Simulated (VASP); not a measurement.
# CO2 (Pa-3) in VASP: notebook, part 2 of 2

VASP 6.6.1. The steps go on from the part before.

**6. Relaxation of cell and atoms, PBE+D3(BJ)**

This run uses another cell than the first one, of 15.20 Å³/atom.

INCAR

```
PREC     = Accurate       # precision mode
ENCUT    = 600            # plane-wave cutoff, eV
EDIFF    = 1E-6           # SCF threshold, eV
ISMEAR   = 0              # smearing method
SIGMA    = 0.02           # smearing width, eV
LREAL    = F              # projectors in reciprocal space
LASPH    = T              # aspherical terms in the spheres
NELM     = 100            # most SCF steps
ALGO     = Normal         # electronic algorithm
ISIF     = 3              # what is computed and relaxed
LWAVE    = F              # write WAVECAR
LCHARG   = F              # write CHGCAR
GGA      = PE             # functional
IVDW     = 12             # dispersion correction
IBRION   = 2              # ionic algorithm
NSW      = 100            # ionic steps
EDIFFG   = -0.002         # ionic threshold
```

KPOINTS

```
regular mesh
0
Gamma
  4 4 4
```

POSCAR

```
CO2
1.0
    5.6711123380      0.0000000000      0.0000000000
    0.0000000000      5.6711123380      0.0000000000
    0.0000000000      0.0000000000      5.6711123380
C O
4 8
Direct
    0.0000000000      0.0000000000      0.0000000000
    0.5000000000      0.0000000000      0.5000000000
    0.5000000000      0.5000000000      0.0000000000
    0.0000000000      0.5000000000      0.5000000000
    0.1190348169      0.1190348169      0.1190348169
    0.3809651831      0.8809651831      0.6190348169
    0.6190348169      0.3809651831      0.8809651831
    0.8809651831      0.6190348169      0.3809651831
    0.8809651831      0.8809651831      0.8809651831
    0.6190348169      0.1190348169      0.3809651831
    0.3809651831      0.6190348169      0.1190348169
    0.1190348169      0.3809651831      0.6190348169
```

Potentials or basis: VASP PAW PBE potentials, release 64 (C, O).

The run is started by

```bash
cat potpaw_PBE.64/C/POTCAR potpaw_PBE.64/O/POTCAR > POTCAR
mpirun -np 1 vasp_std > vasp.out
```

OUTCAR:

```text
PREC = Accurate
   ENCUT = 600
   EDIFF = 1E-6
   ISMEAR = 0
   LREAL = F
   LASPH = T
   NELM = 100
   ISIF = 3
   GGA = PE
   IVDW = 12
   IBRION = 2
   NSW = 100
   EDIFFG = -0.002
 IVDW          = 12

 ion  position               nearest neighbor table
   1  0.000  0.000  0.000-   5 1.17   9 1.17
   2  0.500  0.000  0.500-   6 1.17  10 1.17
   3  0.500  0.500  0.000-   7 1.17  11 1.17
   4  0.000  0.500  0.500-   8 1.17  12 1.17
   5  0.119  0.119  0.119-   1 1.17
   6  0.381  0.881  0.619-   2 1.17
   7  0.619  0.381  0.881-   3 1.17
   8  0.881  0.619  0.381-   4 1.17
   9  0.881  0.881  0.881-   1 1.17
  10  0.619  0.119  0.381-   2 1.17
  11  0.381  0.619  0.119-   3 1.17
  12  0.119  0.381  0.619-   4 1.17

  LATTYP: Found a simple cubic cell.
 ALAT       =     5.6711123380

[... 334 lines left out ...]
  free  energy   TOTEN  =       -93.0272740409 eV

  energy  without entropy=      -93.0272740409  energy(sigma->0) =      -93.02727404

[... ionic steps 4 to 10 ...]

--------------------------------------- Ionic step       11  -------------------------------------------

 number of electron      63.9999969 magnetization

------------------------ aborting loop because EDIFF is reached ----------------------------------------
[... 95 lines left out ...]
--------------------------------------- Ionic step       13  -------------------------------------------

 number of electron      63.9999969 magnetization

 Free energy of the ion-electron system (eV)
  ---------------------------------------------------
  ext. energy  EPLUGINS =         0.00000000
  ---------------------------------------------------
  free energy    TOTEN  =       -92.19270238 eV

  energy without entropy =      -92.19270238  energy(sigma->0) =      -92.19270238

 E-fermi :  -3.5069     XC(G=0):  -7.8592

 val. band max:       -3.6470440496   @ k =   0.0000   0.0000   0.0000
 cond. band min:       3.0708390982   @ k =   0.0000   0.0000   0.0000
 fundamental gap:      6.7178831479
 Fermi energy:        -3.5068700117

 k-point     1 :       0.0000    0.0000    0.0000
  band No.  band energies     occupation
      1     -24.1798      2.00000
      2     -23.9701      2.00000
      3     -23.9701      2.00000
      4     -23.9701      2.00000
      5     -23.0402      2.00000
      6     -23.0402      2.00000
[... 494 lines left out ...]
  FREE ENERGIE OF THE ION-ELECTRON SYSTEM (eV)
  ---------------------------------------------------
  free  energy   TOTEN  =       -93.0313081439 eV

  energy  without entropy=      -93.0313081439  energy(sigma->0) =      -93.03130814

 reached required accuracy - stopping structural energy minimisation
```

OSZICAR:

```text
N       E                     dE             d eps       ncg     rms          rms(c)
DAV:   1     0.478310446237E+03    0.47831E+03   -0.36471E+04   858   0.167E+03
DAV:   2    -0.616518310436E+02   -0.53996E+03   -0.52619E+03  1106   0.358E+02
DAV:   3    -0.979147477137E+02   -0.36263E+02   -0.36088E+02   998   0.102E+02
DAV:   4    -0.985816640318E+02   -0.66692E+00   -0.66545E+00  1110   0.140E+01
[... 103 lines left out ...]
DAV:   1    -0.921926709746E+02    0.33561E-04   -0.45341E-02   858   0.137E+00    0.880E-02
DAV:   2    -0.921927128280E+02   -0.41853E-04   -0.10577E-03   977   0.207E-01    0.381E-02
DAV:   3    -0.921927047413E+02    0.80867E-05   -0.64521E-05   998   0.444E-02    0.174E-02
DAV:   4    -0.921927025645E+02    0.21768E-05   -0.13851E-05   991   0.221E-02    0.106E-02
DAV:   5    -0.921927023756E+02    0.18891E-06   -0.94196E-07   590   0.789E-03
  13 F= -.93031308E+02 E0= -.93031308E+02  d E =-.678308E-06
```

It took 16 min on 1 thread of Intel Xeon 8259CL, shared host; peak memory 0.37 GiB.

Results:

* Free energy: -93.0313 eV
* Relaxed volume: 14.78 Å³/atom
* Relaxed cell: a = 5.618 Å, b = 5.618 Å, c = 5.618 Å, α = 90.00°, β = 90.00°, γ = 90.00°
* Space group after relaxing (to 0.1 Å): Pa-3 (No. 205)
* Energy gained by relaxing: 1.2 meV/atom
* Ionic steps: 13
* Pressure after relaxing: 0.0 GPa
* Band gap on the k mesh: 6.72 eV
* Dispersion energy per atom: -0.070 eV

Step by step:
| step | energy change (eV) | largest force (eV/Å) | pressure (GPa) | volume (Å³) |
| --- | --- | --- | --- | --- |
| 1 | 0.0000 | 0.5525 | 1.28 | 182.39 |
| 2 | 0.3025 | 2.6438 | -7.46 | 185.62 |
| 3 | -0.0109 | 0.0048 | -0.21 | 182.88 |
| 4 | -0.0109 | 0.0160 | -0.18 | 182.87 |
| 5 | -0.0109 | 0.0262 | -0.16 | 182.86 |
| 6 | -0.0114 | 0.0237 | -0.15 | 182.50 |
| 7 | -0.0126 | 0.0192 | -0.12 | 181.43 |
| 8 | -0.0144 | 0.0105 | -0.06 | 179.30 |
| 9 | -0.0142 | 0.0015 | 0.10 | 175.09 |
| 10 | -0.0149 | 0.0060 | 0.02 | 177.22 |
| 11 | -0.0149 | 0.0071 | 0.02 | 177.33 |
| 12 | -0.0142 | 0.1353 | -0.38 | 177.48 |
| 13 | -0.0149 | 0.0000 | -0.01 | 177.34 |

Final structure:
```
CELL_PARAMETERS angstrom
5.61826 0.00000 0.00000
0.00000 5.61826 0.00000
0.00000 0.00000 5.61826
ATOMIC_POSITIONS crystal
C 0.00000 0.00000 0.00000
C 0.50000 0.00000 0.50000
C 0.50000 0.50000 0.00000
C 0.00000 0.50000 0.50000
O 0.12067 0.12067 0.12067
O 0.37933 0.87933 0.62067
O 0.62067 0.37933 0.87933
O 0.87933 0.62067 0.37933
O 0.87933 0.87933 0.87933
O 0.62067 0.12067 0.37933
O 0.37933 0.62067 0.12067
O 0.12067 0.37933 0.62067
```

Levels at points of the mesh, in eV from the valence-band top:
```csv
k point,band 29,band 30,band 31,band 32,band 33,band 34,band 35,band 36
"(0.00, 0.00, 0.00)",-0.19,-0.19,0.00,0.00,6.72,7.91,7.91,7.91
"(0.50, 0.00, 0.00)",-0.30,-0.30,-0.07,-0.07,7.85,7.85,8.06,8.06
"(0.50, 0.50, 0.00)",-0.27,-0.27,-0.27,-0.27,7.84,7.84,7.84,7.84
"(0.50, 0.50, 0.50)",-0.31,-0.31,-0.31,-0.31,7.84,7.84,7.84,7.84
```

A k mesh can miss the band edges. As with any semilocal functional, this PBE gap is likely too small.

**7. The runs side by side**

| task | cell | cutoff (eV) | smearing | gap on the mesh (eV) | pressure (GPa) | relaxed volume (Å³/atom) | largest force (eV/Å) |
| --- | --- | --- | --- | --- | --- | --- | --- |
| single point | a = 5.630 Å, 12 atoms, atomic positions A | 520 | gaussian 0.1 eV | 7.64 | 47.8 | - | 19.27 |
| single point | a = 5.671 Å, 12 atoms, atomic positions B | 520 | gaussian 0.1 eV | 6.74 | 1.5 | - | 0.58 |
| single point | a = 5.719 Å, 12 atoms, atomic positions C | 520 | gaussian 0.02 eV | 6.72 | 1.4 | - | 0.63 |
| relaxation of cell and atoms | relaxed from a = 5.630 Å, 12 atoms, atomic positions A | 600 | gaussian 0.1 eV | 6.70 | -0.1 | 15.02 | 0.01 |
| relaxation of cell and atoms | relaxed from a = 5.671 Å, 12 atoms, atomic positions B | 600 | gaussian 0.02 eV | 6.72 | 0.0 | 14.78 | - |

Alike in all rows: level PBE+D3(BJ); potentials or basis VASP PAW PBE potentials, release 64 (C, O); no spin polarisation; k mesh 4 × 4 × 4.

Caveats: the cell stands under pressure (at least some runs); forces of over 1 eV/Å act on the atoms, so gaps and moduli don't describe the material at rest (at least some runs).

Absolute energies hang on the potentials; compare differences alone.
